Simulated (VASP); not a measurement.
A run of VASP 6.6.1 is set up as follows.

File INCAR:

```
  PREC = Accurate
  ENCUT = 520
  EDIFF = 1E-6
  ISMEAR = 0
  SIGMA = 0.02
  LREAL = F
  LASPH = T
  NELM = 60
  ALGO = Normal
  ISIF = 2
  LWAVE = F
  LCHARG = T
  LELF = T
  LVHAR = T
  NBANDS = 16
```

Contents of KPOINTS:

```
Automatic mesh
0
Gamma
  12 12 6
```

The input POSCAR:

```
Si
1.0
    3.7930097849      0.0000000000      0.0000000000
   -1.8965048924      3.2848428305      0.0000000000
    0.0000000000      0.0000000000      6.3834570542
Si
4
Direct
    0.3333333317      0.6666666683      0.0640782780
    0.6666666683      0.3333333317      0.5640782780
    0.3333333317      0.6666666683      0.4359217220
    0.6666666683      0.3333333317      0.9359217220
```

Potentials or basis: VASP PAW LDA potentials, release 64 (Si).

Run with:

```console
$ cat potpaw_LDA.64/Si/POTCAR > POTCAR
$ mpirun -np 1 vasp_std > vasp.out
```

Problem. Estimate the pressure.

Solution. -0.9 GPa.

Problem. Predict the band gap on the k mesh.

Solution. 0.34 eV (least direct gap 1.14 eV).

Stress tensor (GPa, compression positive):
```
 0.06  0.00  0.00
 0.00  0.06  0.00
 0.00  0.00 -2.94
```

Caveat: semilocal functionals underestimate gaps, and a narrow one can read as zero. A k mesh can miss the band edges.
